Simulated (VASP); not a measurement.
A run of VASP 6.6.1 is set up as follows.

INCAR

```
ALGO = Normal
EDIFF = 1E-6
ENCUT = 500
GGA = PE
GGA_COMPAT = False
ISIF = 2
ISMEAR = 0
LASPH = True
LCHARG = True
LELF = True
LREAL = False
LVHAR = True
LWAVE = False
NBANDS = 12
NELM = 120
PREC = Accurate
SIGMA = 0.1
```

KPOINTS

```
k-points
0
Gamma
  6 6 4
```

The input POSCAR:

```
Al2H3
1.0
    3.3855503356      0.0000000000      0.0000000000
   -1.6927751678      2.9319725964      0.0000000000
    0.0000000000      0.0000000000      4.5090799921
Al H
2 3
Direct
    0.3333333333      0.6666666667      0.2327114750
    0.6666666667      0.3333333333      0.7672885250
    0.0000000000      0.0000000000      0.0000000000
    0.3333333333      0.6666666667      0.6458918633
    0.6666666667      0.3333333333      0.3541081367
```

Potentials or basis: VASP PAW PBE potentials, release 64 (Al, H).

The run is started by

```bash
$ cat potpaw_PBE.64/Al/POTCAR potpaw_PBE.64/H/POTCAR > POTCAR
$ mpirun -np 1 vasp_std > vasp.out
```

Task: Estimate the largest force.

Result: 0.011 eV/Å.

Task: Estimate the pressure.

Result: -0.2 GPa.

Stress tensor (GPa, compression positive):
```
-0.13  0.00  0.00
 0.00 -0.13  0.00
 0.00  0.00 -0.24
```
